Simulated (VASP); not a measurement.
# Se (Pm-3n) in VASP: notebook

Se is run at these levels: r2SCAN; tasks: relaxation of cell and atoms, single point.

All numbers are computed with VASP 6.6.1; they aren't measurements. Logs are shortened: lines on timing, memory, paths and dates and some standing lists are left out, and cuts for length are marked.

## (1) The cell of the first run

Symmetry: Pm-3n, No. 223, cubic system. Conventional cell: a = 5.980 Å, b = 5.980 Å, c = 5.980 Å, α = 90.00°, β = 90.00°, γ = 90.00°. Within 4.4 Å of Se (site symmetry m-3) lie 12 Se at 3.34 Å. Se (site symmetry -4m2) has 14 Se at 2.99 to 3.66 Å within 3.9 Å.

## (2) Relaxation of cell and atoms, r2SCAN

Input file POSCAR:

```
Se
1.0
    5.9801658726      0.0000000000      0.0000000000
    0.0000000000      5.9801658726      0.0000000000
    0.0000000000      0.0000000000      5.9801658726
Se
8
Direct
    0.5000000000      0.5000000000      0.5000000000
    0.0000000000      0.0000000000      0.0000000000
    0.2500000000      0.0000000000      0.5000000000
    0.5000000000      0.2500000000      0.0000000000
    0.5000000000      0.7500000000      0.0000000000
    0.7500000000      0.0000000000      0.5000000000
    0.0000000000      0.5000000000      0.7500000000
    0.0000000000      0.5000000000      0.2500000000
```

Input file INCAR.step1:

```
SYSTEM = Se
PREC = Accurate ; ENCUT = 600
ISMEAR = 0 ; SIGMA = 0.1
LREAL = .FALSE. ; LASPH = .TRUE.
NELM = 100 ; GGA = PE
ALGO = Normal ; EDIFF = 1E-4
LWAVE = .TRUE. ; LCHARG = .FALSE.
```

Input file INCAR.step2:

```
SYSTEM = Se
PREC = Accurate ; ENCUT = 600
EDIFF = 1E-7 ; ISMEAR = 0
SIGMA = 0.1 ; LREAL = .FALSE.
LASPH = .TRUE. ; NELM = 100
ALGO = Normal ; ISIF = 3
LWAVE = .FALSE. ; LCHARG = .FALSE.
METAGGA = R2SCAN ; LMIXTAU = .TRUE.
IBRION = 2 ; NSW = 90
EDIFFG = -0.04 ; ISTART = 1
```

Input file KPOINTS:

```
Automatic mesh
0
G
  4 4 4
  0 0 0
```

Potentials or basis: VASP PAW PBE potentials, release 64 (Se).

Launch:

```
$ cat potpaw_PBE.64/Se/POTCAR > POTCAR
$ cp INCAR.step1 INCAR
$ mpirun -np 1 vasp_std > vasp.out
$ cp INCAR.step2 INCAR
$ mpirun -np 1 vasp_std > vasp.out
```

OUTCAR:

```text
SYSTEM = Se
   PREC = Accurate
   ENCUT = 600
   EDIFF = 1E-7
   ISMEAR = 0
   LREAL = .FALSE.
   LASPH = .TRUE.
   NELM = 100
   ISIF = 3
   METAGGA = R2SCAN
   IBRION = 2
   NSW = 90
   EDIFFG = -0.04
   ISTART = 1

 ion  position               nearest neighbor table
   1  0.500  0.500  0.500-
   2  0.000  0.000  0.000-
   3  0.250  0.000  0.500-
   4  0.500  0.250  0.000-
   5  0.500  0.750  0.000-
   6  0.750  0.000  0.500-
   7  0.000  0.500  0.750-
   8  0.000  0.500  0.250-

  LATTYP: Found a simple cubic cell.
 ALAT       =     5.9801658726

  Lattice vectors:

 A1 = (   5.9801658726,   0.0000000000,   0.0000000000)
 A2 = (   0.0000000000,   5.9801658726,   0.0000000000)
 A3 = (   0.0000000000,   0.0000000000,   5.9801658726)

Analysis of symmetry for initial positions (statically):
=====================================================================
 Subroutine PRICEL returns:
 Original cell was already a primitive cell.

 Routine SETGRP: Setting up the symmetry group for a
 simple cubic supercell.

 Subroutine GETGRP returns: Found 48 space group operations
 (whereof 24 operations were pure point group operations)
 out of a pool of 48 trial point group operations.

The static configuration has the point symmetry T_h .
 The point group associated with its full space group is O_h .

Analysis of symmetry for dynamics (positions and initial velocities):
=====================================================================
 Subroutine PRICEL returns:
 Original cell was already a primitive cell.

 Routine SETGRP: Setting up the symmetry group for a
 simple cubic supercell.

 Subroutine GETGRP returns: Found 48 space group operations
 (whereof 24 operations were pure point group operations)
 out of a pool of 48 trial point group operations.

The dynamic configuration has the point symmetry T_h .
 The point group associated with its full space group is O_h .

 Subroutine INISYM returns: Found 48 space group operations
 (whereof 24 operations are pure point group operations),
 and found     1 'primitive' translations

----------------------------------------------------------------------------------------

                                     Primitive cell

  volume of cell :     213.8650

  direct lattice vectors                    reciprocal lattice vectors
     5.980165873  0.000000000  0.000000000     0.167219442  0.000000000  0.000000000
     0.000000000  5.980165873  0.000000000     0.000000000  0.167219442  0.000000000
     0.000000000  0.000000000  5.980165873     0.000000000  0.000000000  0.167219442

  length of vectors
     5.980165873  5.980165873  5.980165873     0.167219442  0.167219442  0.167219442

  position of ions in fractional coordinates (direct lattice)
     0.500000000  0.500000000  0.500000000
     0.000000000  0.000000000  0.000000000
     0.250000000  0.000000000  0.500000000
     0.500000000  0.250000000  0.000000000
     0.500000000  0.750000000  0.000000000
     0.750000000  0.000000000  0.500000000
     0.000000000  0.500000000  0.750000000
     0.000000000  0.500000000  0.250000000

  ion indices of the primitive-cell ions
   primitive index   ion index
                 1           1
                 2           2
                 3           3
                 4           4
                 5           5
                 6           6
                 7           7
                 8           8

----------------------------------------------------------------------------------------

 KPOINTS: Automatic mesh

Automatic generation of k-mesh.
 Grid dimensions read from file:
 generate k-points for:    4    4    4

 Generating k-lattice:

  Cartesian coordinates                     Fractional coordinates (reciprocal lattice)
     0.041804860  0.000000000  0.000000000     0.250000000  0.000000000  0.000000000
     0.000000000  0.041804860  0.000000000     0.000000000  0.250000000  0.000000000
     0.000000000  0.000000000  0.041804860     0.000000000  0.000000000  0.250000000

  Length of vectors
     0.041804860  0.041804860  0.041804860

  Shift w.r.t. Gamma in fractional coordinates (k-lattice)
     0.000000000  0.000000000  0.000000000

 Subroutine IBZKPT returns following result:
 ===========================================

 Found     10 irreducible k-points:

 Following reciprocal coordinates:
            Coordinates               Weight
  0.000000  0.000000  0.000000      1.000000
  0.250000  0.000000  0.000000      6.000000
  0.500000  0.000000  0.000000      3.000000
  0.250000  0.250000  0.000000     12.000000
  0.500000  0.250000  0.000000     12.000000
  0.500000  0.500000  0.000000      3.000000
  0.250000  0.250000  0.250000      8.000000
  0.500000  0.250000  0.250000     12.000000
  0.500000  0.500000  0.250000      6.000000
  0.500000  0.500000  0.500000      1.000000
   k-points           NKPTS =     10   k-points in BZ     NKDIM =     10   number of bands    NBANDS=     29
[... 29 lines left out ...]
   NUPDOWN=      -1.0000    fix difference up-down
   EMIN   =  10.00;   EMAX   =-10.00  energy-range for DOS
   EFERMI =   0.00;   METHOD = LEGACY
   ISMEAR =     0;   SIGMA  =   0.10  broadening in eV -4-tet -1-fermi 0-gaus
   EFERMI_NEDOS =   21; number of points for ismear=-14 and -15
   IALGO  =     38    algorithm
   IMIX   =      4    mixing-type and parameters
     AMIX     =   0.40;   BMIX     =  1.00
     AMIX_MAG =   1.60;   BMIX_MAG =  1.00
  volume/ion in A,a.u.               =      26.73       180.40
  Fermi-wavevector in a.u.,A,eV,Ry     =   0.994891  1.880071 13.467147  0.989807
  Thomas-Fermi vector in A             =   2.126873
   LORBIT       =      0    0 simple, 1 ext, 2 COOP (PROOUT), +10 PAW based schemes
   METAGGA = R2SCAN    functional components
   LHFCALC =     F    Hartree Fock is set to
   AEXX    =    0.0000 exact exchange contribution
   IVDW    =     0    specifies the selected vdW correction
   LEPSILON=     F    determine dielectric tensor
   LRPA    =     F    only Hartree local field effects (RPA)
 conjugate gradient relaxation of ions
 non-spin polarized calculation
 Gauss-broadening in eV      SIGMA  =   0.10
  energy-cutoff  :      600.00
  volume of cell :      213.86
 maximum number of plane-waves:      7184
 NGX is ok and might be reduce to    48
   NGX = 23   NGY = 23   NGZ = 23

--------------------------------------- Ionic step        1  -------------------------------------------

 number of electron      47.9999991 magnetization

 Free energy of the ion-electron system (eV)
  ---------------------------------------------------
  ext. energy  EPLUGINS =         0.00000000
  ---------------------------------------------------
  free energy    TOTEN  =      -105.36865953 eV

  energy without entropy =     -105.28650696  energy(sigma->0) =     -105.32758324

 E-fermi :   2.1626     XC(G=0):  -9.7404

 val. band max:        2.1316864798   @ k =   0.2500   0.2500   0.0000
 cond. band min:       2.1896603070   @ k =   0.2500   0.2500   0.0000
 fundamental gap:      0.0579738272
 Fermi energy:         2.1625908687

 k-point     1 :       0.0000    0.0000    0.0000
  band No.  band energies     occupation
      1     -12.4540      2.00000
      2     -10.8165      2.00000
      3     -10.8165      2.00000
      4     -10.7755      2.00000
      5      -9.8515      2.00000
      6      -9.5511      2.00000
[... 373 lines left out ...]
 POSITION                                       TOTAL-FORCE (eV/Angst)
 -----------------------------------------------------------------------------------
      2.76024      2.76024      2.76024         0.000000      0.000000     -0.000000
      0.00000      0.00000      0.00000         0.000000      0.000000     -0.000000
      1.38012      5.52048      2.76024        -0.000000     -0.000000      0.000000
      2.76024      1.38012      0.00000        -0.000000      0.000000     -0.000000
      2.76024      4.14036      5.52048         0.000000      0.000000      0.000000
      4.14036     -0.00000      2.76024         0.000000      0.000000     -0.000000
      5.52048      2.76024      4.14036        -0.000000     -0.000000     -0.000000
      5.52048      2.76024      1.38012         0.000000      0.000000     -0.000000
 -----------------------------------------------------------------------------------
    total drift:                                0.000000     -0.000000      0.000000

  FREE ENERGIE OF THE ION-ELECTRON SYSTEM (eV)
  ---------------------------------------------------
  free  energy   TOTEN  =      -107.1356613316 eV

  energy  without entropy=     -107.0743727283  energy(sigma->0) =     -107.10501703

--------------------------------------- Ionic step        3  -------------------------------------------

 number of electron      48.0000010 magnetization

 Free energy of the ion-electron system (eV)
  ---------------------------------------------------
  ext. energy  EPLUGINS =         0.00000000
  ---------------------------------------------------
  free energy    TOTEN  =      -107.13734983 eV

  energy without entropy =     -107.07650829  energy(sigma->0) =     -107.10692906

 E-fermi :   4.8157     XC(G=0): -10.9494

 val. band max:        4.7722493451   @ k =   0.2500   0.2500   0.2500
 cond. band min:       4.8490689867   @ k =   0.2500   0.2500   0.0000
 fundamental gap:      0.0768196417
 Fermi energy:         4.8157464796

 k-point     1 :       0.0000    0.0000    0.0000
  band No.  band energies     occupation
      1     -11.6762      2.00000
      2      -9.0255      2.00000
      3      -9.0255      2.00000
      4      -8.9374      2.00000
      5      -7.2685      2.00000
      6      -7.1168      2.00000
[... 331 lines left out ...]
 POSITION                                       TOTAL-FORCE (eV/Angst)
 -----------------------------------------------------------------------------------
      2.75424      2.75424      2.75424         0.000000     -0.000000      0.000000
      0.00000      0.00000      0.00000        -0.000000     -0.000000      0.000000
      1.37712     -0.00000      2.75424        -0.000000      0.000000      0.000000
      2.75424      1.37712      0.00000        -0.000000      0.000000     -0.000000
      2.75424      4.13137      0.00000         0.000000     -0.000000     -0.000000
      4.13137     -0.00000      2.75424         0.000000     -0.000000     -0.000000
     -0.00000      2.75424      4.13137         0.000000      0.000000      0.000000
     -0.00000      2.75424      1.37712        -0.000000     -0.000000     -0.000000
 -----------------------------------------------------------------------------------
    total drift:                                0.000000     -0.000000      0.000000

  FREE ENERGIE OF THE ION-ELECTRON SYSTEM (eV)
  ---------------------------------------------------
  free  energy   TOTEN  =      -107.1373498339 eV

  energy  without entropy=     -107.0765082905  energy(sigma->0) =     -107.10692906

 reached required accuracy - stopping structural energy minimisation
```

Run time: 8.8 min. Hardware: 1 thread of Intel Xeon Platinum 8375C at 2.90GHz (Ice Lake), shared host; peak memory 0.38 GiB.

What came out:

* Free energy: -107.1373 eV
* Relaxed volume: 20.89 Å³/atom
* Relaxed cell: a = 5.508 Å, b = 5.508 Å, c = 5.508 Å, α = 90.00°, β = 90.00°, γ = 90.00°
* Space group after relaxing (to 0.05 Å): Pm-3n (No. 223)
* Energy gained by relaxing: 221.1 meV/atom
* Ionic steps: 3
* Pressure after relaxing: 0.0 GPa

Step by step:
```csv
step,energy change (eV),largest force (eV/Å),pressure (GPa),volume (Å³)
1,0.0000,0.0000,-9.55,213.86
2,-1.7670,0.0000,-0.46,168.24
3,-1.7687,0.0000,-0.02,167.15
```

Final structure:
```cif
data_structure
_symmetry_space_group_name_H-M 'P 1'
_symmetry_Int_Tables_number 1
_cell_length_a 5.5085
_cell_length_b 5.5085
_cell_length_c 5.5085
_cell_angle_alpha 90.000
_cell_angle_beta 90.000
_cell_angle_gamma 90.000
_cell_volume 167.15
loop_
_atom_site_label
_atom_site_type_symbol
_atom_site_fract_x
_atom_site_fract_y
_atom_site_fract_z
_atom_site_occupancy
Se1 Se 0.50000 0.50000 0.50000 1
Se2 Se 0.00000 0.00000 0.00000 1
Se3 Se 0.25000 0.00000 0.50000 1
Se4 Se 0.50000 0.25000 0.00000 1
Se5 Se 0.50000 0.75000 0.00000 1
Se6 Se 0.75000 0.00000 0.50000 1
Se7 Se 0.00000 0.50000 0.75000 1
Se8 Se 0.00000 0.50000 0.25000 1
```

Caveat: the volume moved by over 15 % at a fixed basis, so the end points are rough; the bands computed are all filled at some k points, so no gap is given; the PAW data sets were made with another functional, which shifts forces and pressure a little.

## (3) Single point, r2SCAN

This run uses another cell than the first one, of 20.79 Å³/atom, 0.778 times its volume.

POSCAR: that of step 2 with these lines changed.

```diff
@@ -2,5 +2,5 @@
 1.0
-    5.9801658726      0.0000000000      0.0000000000
-    0.0000000000      5.9801658726      0.0000000000
-    0.0000000000      0.0000000000      5.9801658726
+    5.4993415384      0.0000000000      0.0000000000
+    0.0000000000      5.4993415384      0.0000000000
+    0.0000000000      0.0000000000      5.4993415384
 Se
```

Input file INCAR.step1:

```
ALGO = Normal ; EDIFF = 1E-4
ENCUT = 520 ; GGA = PE
ISMEAR = 0 ; LASPH = T
LCHARG = F ; LREAL = F
LWAVE = T ; NBANDS = 34
NELM = 100 ; PREC = Accurate
SIGMA = 0.1
```

Input file INCAR.step2:

```
ALGO = Normal ; EDIFF = 1E-6
ENCUT = 520 ; ISIF = 2
ISMEAR = 0 ; ISTART = 1
LASPH = T ; LCHARG = T
LELF = T ; LMIXTAU = T
LREAL = F ; LVHAR = T
LWAVE = F ; METAGGA = R2SCAN
NBANDS = 34 ; NELM = 100
PREC = Accurate ; SIGMA = 0.1
```

Input file KPOINTS:

```
k-points
0
Gamma
  8 8 8
```

Potentials or basis: VASP PAW PBE potentials, release 64 (Se).

Launch:

```
$ cat potpaw_PBE.64/Se/POTCAR > POTCAR
$ cp INCAR.step1 INCAR
$ mpirun -np 1 vasp_std > vasp.out
$ cp INCAR.step2 INCAR
$ mpirun -np 1 vasp_std > vasp.out
```

Wall time 18 min (1 thread of AMD EPYC 7R43 (Zen 3), shared host); peak memory 0.32 GiB.

The run converged. Its results:

```
Free energy            : -107.1109 eV
Pressure               : -0.1 GPa
Band gap on the k mesh : zero (band 24 reaches 5.57 eV, above the bottom of band 25 at 4.05 eV)
```

Levels at points of the mesh, in eV from the Fermi level:
```
           k point  band 22  band 23  band 24  band 25  band 26  band 27
(0.00, 0.00, 0.00)    -0.20    -0.20     0.23     0.23     0.23     1.62
(0.50, 0.00, 0.00)    -1.16    -0.45    -0.45     0.20     0.20     1.54
(0.50, 0.50, 0.00)    -0.60    -0.22    -0.22     0.34     0.34     0.51
(0.50, 0.50, 0.50)    -0.93    -0.78    -0.78    -0.78    -0.78    -0.26
```

Caveat: the PAW data sets were made with another functional, which shifts forces and pressure a little.

## (4) Single point, r2SCAN

This run uses another cell than the first one, of 20.91 Å³/atom, 0.782 times its volume.

POSCAR: that of step 3 with these lines changed.

```diff
@@ -2,5 +2,5 @@
 1.0
-    5.4993415384      0.0000000000      0.0000000000
-    0.0000000000      5.4993415384      0.0000000000
-    0.0000000000      0.0000000000      5.4993415384
+    5.5097346193      0.0000000000      0.0000000000
+    0.0000000000      5.5097346193      0.0000000000
+    0.0000000000      0.0000000000      5.5097346193
 Se
```

Input file INCAR.step1:

```
ALGO = Normal
EDIFF = 1E-4
ENCUT = 520
GGA = PE
ISMEAR = 0
LASPH = T
LCHARG = F
LREAL = F
LWAVE = T
NBANDS = 34
NELM = 100
PREC = Accurate
SIGMA = 0.1
```

Input file INCAR.step2:

```
ALGO = Normal
EDIFF = 1E-6
ENCUT = 520
ISIF = 2
ISMEAR = 0
ISTART = 1
LASPH = T
LCHARG = F
LMIXTAU = T
LREAL = F
LWAVE = F
METAGGA = R2SCAN
NBANDS = 34
NELM = 100
PREC = Accurate
SIGMA = 0.1
```

Input file KPOINTS:

```
k-points
0
Gamma
  4 4 4
```

Launch:

```
$ cat potpaw_PBE.64/Se/POTCAR > POTCAR
$ cp INCAR.step1 INCAR
$ mpirun -np 1 vasp_std > vasp.out
$ cp INCAR.step2 INCAR
$ mpirun -np 1 vasp_std > vasp.out
```

It took 6.1 min on 1 thread of AMD EPYC 7R43 (Zen 3), shared host; peak memory 0.25 GiB.

It converged, with:

```
Free energy            : -107.1545 eV
Pressure               : -0.1 GPa
Band gap on the k mesh : zero (band 24 reaches 4.98 eV, above the bottom of band 25 at 4.00 eV)
```

Levels at points of the mesh, in eV from the Fermi level:
| k point | band 21 | band 22 | band 23 | band 24 | band 25 | band 26 | band 27 | band 28 |
| --- | --- | --- | --- | --- | --- | --- | --- | --- |
| (0.00, 0.00, 0.00) | -0.22 | -0.22 | -0.22 | 0.19 | 0.19 | 0.19 | 1.57 | 1.57 |
| (0.50, 0.00, 0.00) | -1.18 | -1.18 | -0.49 | -0.49 | 0.17 | 0.17 | 1.49 | 1.49 |
| (0.50, 0.50, 0.00) | -1.28 | -0.62 | -0.25 | -0.25 | 0.31 | 0.31 | 0.47 | 0.48 |
| (0.50, 0.50, 0.50) | -0.95 | -0.95 | -0.80 | -0.80 | -0.80 | -0.80 | -0.30 | -0.30 |

Caveat: the PAW data sets were made with another functional, which shifts forces and pressure a little.

## (5) Single point, r2SCAN

POSCAR: that of step 4 with these lines changed.

```diff
@@ -2,5 +2,5 @@
 1.0
-    5.5097346193      0.0000000000      0.0000000000
-    0.0000000000      5.5097346193      0.0000000000
-    0.0000000000      0.0000000000      5.5097346193
+    5.9801658726      0.0000000000      0.0000000000
+    0.0000000000      5.9801658726      0.0000000000
+    0.0000000000      0.0000000000      5.9801658726
 Se
```

Input file INCAR.step1:

```
SYSTEM = Se
  PREC = Accurate
  ENCUT = 520
  ISMEAR = 0
  SIGMA = 0.1
  LREAL = .False.
  LASPH = .True.
  NELM = 100
  NBANDS = 34
  GGA = PE
  ALGO = Normal
  EDIFF = 1E-4
  LWAVE = .True.
  LCHARG = .False.
```

Input file INCAR.step2:

```
SYSTEM = Se
  PREC = Accurate
  ENCUT = 520
  EDIFF = 1E-6
  ISMEAR = 0
  SIGMA = 0.1
  LREAL = .False.
  LASPH = .True.
  NELM = 100
  ALGO = Normal
  ISIF = 2
  LWAVE = .False.
  LCHARG = .False.
  METAGGA = R2SCAN
  LMIXTAU = .True.
  NBANDS = 34
  ISTART = 1
```

Input file KPOINTS:

```
regular mesh
0
Gamma
  4 4 4
  0 0 0
```

Launch:

```
$ cat potpaw_PBE.64/Se/POTCAR > POTCAR
$ cp INCAR.step1 INCAR
$ mpirun -np 1 vasp_std > vasp.out
$ cp INCAR.step2 INCAR
$ mpirun -np 1 vasp_std > vasp.out
```

Run time: 7.4 min. Hardware: 1 thread of AMD EPYC 7R43 (Zen 3), shared host; peak memory 0.32 GiB.

Results (log left out):

```yaml
Free_energy: -105.3788 eV
Pressure: -9.6 GPa
Band_gap_on_the_k_mesh: zero (band 24 reaches 2.35 eV, above the bottom of band 25 at 1.67 eV)
```

Levels at points of the mesh, in eV from the Fermi level:
```csv
k point,band 21,band 22,band 23,band 24,band 25,band 26,band 27,band 28
"(0.00, 0.00, 0.00)",-0.12,-0.12,-0.12,0.19,0.19,0.19,1.01,1.01
"(0.50, 0.00, 0.00)",-0.83,-0.83,-0.50,-0.50,0.09,0.09,0.98,0.98
"(0.50, 0.50, 0.00)",-0.90,-0.40,-0.24,-0.24,0.18,0.18,0.27,0.29
"(0.50, 0.50, 0.50)",-0.63,-0.63,-0.49,-0.49,-0.49,-0.49,-0.15,-0.15
```

Caveat: the PAW data sets were made with another functional, which shifts forces and pressure a little.

## (6) Overview

| task | cell | k mesh | cutoff (eV) | gap on the mesh (eV) | pressure (GPa) |
| --- | --- | --- | --- | --- | --- |
| relaxation of cell and atoms | relaxed from a = 5.980 Å, 8 atoms | 4 × 4 × 4 | 600 | - | 0.0 |
| single point | a = 5.499 Å, 8 atoms | 8 × 8 × 8 | 520 | none | -0.1 |
| single point | a = 5.510 Å, 8 atoms | 4 × 4 × 4 | 520 | none | -0.1 |
| single point | a = 5.980 Å, 8 atoms | 4 × 4 × 4 | 520 | none | -9.6 |

Alike in all rows: level r2SCAN; potentials or basis VASP PAW PBE potentials, release 64 (Se); no spin polarisation; smearing gaussian 0.1 eV.

Caveats: the PAW data sets were made with another functional, which shifts forces and pressure a little; the volume moved by over 15 % at a fixed basis, so the end points are rough (some runs); the bands computed are all filled at some k points, so no gap is given (some runs).

Absolute energies hang on the potentials; compare differences alone.
